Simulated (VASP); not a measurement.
Write the native input for VASP 6.6.1 that does the following.

```yaml
Task: single point
Functional: PBE
Potentials_or_basis: VASP PAW PBE potentials, release 64 (Rb_sv, Br)
Cutoff: 520 eV
k_mesh: 4 × 4 × 4
Occupations: gaussian, width 0.01 eV
Spin: no spin polarisation
Dipole_correction: no
Further_INCAR_settings: ALGO = Normal; EDIFF = 1e-07; NBANDS = 15
```

The structure of RbBr lies in POSCAR:

```
RbBr
1.0
   -0.0688705577      3.4608320474      3.4608320474
    3.4608320474     -0.0688705577      3.4608320474
    3.3919614897      3.3919614897      0.0000000000
Rb Br
1 1
Direct
    0.0000000000      0.0000000000      0.0000000000
    0.5000000000      0.5000000000      0.5000000000
```

This cell differs from its parent crystal: shear xy strain -4.0%.

The input as run:

INCAR

```
PREC     = Accurate       # precision mode
ENCUT    = 520            # plane-wave cutoff, eV
EDIFF    = 1E-7           # SCF threshold, eV
ISMEAR   = 0              # smearing method
SIGMA    = 0.01           # smearing width, eV
LREAL    = F              # projectors in reciprocal space
LASPH    = T              # aspherical terms in the spheres
NELM     = 80             # most SCF steps
ALGO     = Normal         # electronic algorithm
ISIF     = 2              # what is computed and relaxed
LWAVE    = F              # write WAVECAR
LCHARG   = F              # write CHGCAR
GGA      = PE             # functional
NBANDS   = 15             # bands
```

KPOINTS

```
regular mesh
0
Gamma
  4 4 4
```

Potentials or basis: VASP PAW PBE potentials, release 64 (Rb_sv, Br).

Launch:

```console
$ cat potpaw_PBE.64/Rb_sv/POTCAR potpaw_PBE.64/Br/POTCAR > POTCAR
$ mpirun -np 1 vasp_std > vasp.out
```

Results of the run:

* Pressure: 0.6 GPa
* Band gap on the k mesh: 4.25 eV, direct

Caveat: the cell differs from its parent crystal (shear xy strain -4.0%).

It took 20 s on 1 thread of Intel(R) Xeon(R) Platinum 8375C CPU @ 2.90GHz (Ice Lake), on a shared host, peak memory 0.21 GiB.
